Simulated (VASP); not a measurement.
Crystal: LiSm.

```
Li Sm
1.0
     3.57430    0.00000    0.00000
     0.00000    3.57430    0.00000
     0.00000    0.00000    3.57430
Li Sm
1 1
Direct
  0.00000 0.00000 0.00000
  0.50000 0.50000 0.50000
```

The cell was built from a structure type or drawn by symmetry, and may not be a known phase.

* Program: VASP 6.6.1
* Task: relaxation of cell and atoms
* Functional: PBE
* Potentials or basis: VASP PAW PBE potentials, release 64 (Li_sv, Sm_3), 4f in core
* Cutoff: 750 eV
* k mesh: 6 × 6 × 6
* Occupations: gaussian, width 0.1 eV
* Spin: no spin polarisation

At the start: pressure 5.8 GPa; volume 22.83 Å³/atom.

How do energy, volume and symmetry change on relaxing?

Over 3 steps the energy falls by 67.3 meV/atom and the volume is 27.09 Å³/atom (+18.6 %); space group Pm-3m (No. 221, to 0.1 Å) before and after.

Step by step:
```csv
step,energy change (eV),largest force (eV/Å),pressure (GPa),volume (Å³)
1,0.0000,0.0000,5.82,45.66
2,-0.1240,0.0000,1.43,51.36
3,-0.1346,0.0000,-0.15,54.17
```

Final structure:
```
Li Sm
1.0
     3.78376    0.00000    0.00000
     0.00000    3.78376    0.00000
     0.00000    0.00000    3.78376
Li Sm
1 1
Cartesian
  0.0000 0.0000 0.0000
  1.8919 1.8919 1.8919
```

Caveat: the volume moved by over 15 % at a fixed basis, so the end points are rough.
